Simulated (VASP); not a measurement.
Here is a VASP 6.6.1 calculation.

INCAR

```
ALGO     = Normal         # electronic algorithm
EDIFF    = 1E-8           # SCF threshold, eV
ENCUT    = 520            # plane-wave cutoff, eV
GGA      = CA             # functional
ISIF     = 2              # what is computed and relaxed
ISMEAR   = -1             # smearing method
LASPH    = True           # aspherical terms in the spheres
LCHARG   = False          # write CHGCAR
LEFG     = True         
LREAL    = False          # projectors in reciprocal space
LWAVE    = False          # write WAVECAR
NBANDS   = 12             # bands
NELM     = 100            # most SCF steps
PREC     = Accurate       # precision mode
SIGMA    = 0.03           # smearing width, eV
```

KPOINTS

```
k-points
0
Gamma
  16 16 16
```

File POSCAR:

```
Ga
1.0
   -1.4040000000      1.4040000000      2.2290000000
    1.4040000000     -1.4040000000      2.2290000000
    1.4040000000      1.4040000000     -2.2290000000
Ga
1
Direct
    0.0000000000      0.0000000000      0.0000000000
```

Potentials or basis: VASP PAW LDA potentials, release 64 (Ga_d).

Command:

```sh
$ cat potpaw_LDA.64/Ga_d/POTCAR > POTCAR
$ mpirun -np 1 vasp_std > vasp.out
```

Predict the pressure.

-1.4 GPa.

Stress tensor (GPa, compression positive):
```
-1.29  0.00  0.00
 0.00 -1.29  0.00
 0.00  0.00 -1.65
```

Caveat: without QUAD_EFG the Cq values of the log hold for a quadrupole moment of 1 mb, not for the nuclei.
